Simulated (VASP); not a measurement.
Here is a VASP 6.6.1 calculation.

Contents of INCAR:

```
PREC = Accurate ; ENCUT = 600
EDIFF = 1E-6 ; ISMEAR = -1
SIGMA = 0.05 ; LREAL = False
LASPH = True ; NELM = 120
ALGO = Normal ; ISIF = 2
LWAVE = False ; LCHARG = True
LELF = True ; LVHAR = True
NBANDS = 14 ; GGA_COMPAT = False
```

KPOINTS

```
regular mesh
0
Gamma
  16 16 16
```

POSCAR

```
TaC
1.0
    0.0000000000      2.1969017158      2.1969017158
    2.1969017158      0.0000000000      2.1969017158
    2.1969017158      2.1969017158      0.0000000000
Ta C
1 1
Direct
    0.0000000000      0.0000000000      0.0000000000
    0.5000000000      0.5000000000      0.5000000000
```

Potentials or basis: VASP PAW LDA potentials, release 64 (Ta_pv, C).

The run is started by

```console
$ cat potpaw_LDA.64/Ta_pv/POTCAR potpaw_LDA.64/C/POTCAR > POTCAR
$ mpirun -np 1 vasp_std > vasp.out
```

(1) Predict the pressure.

Answers

(1) 6.9 GPa.
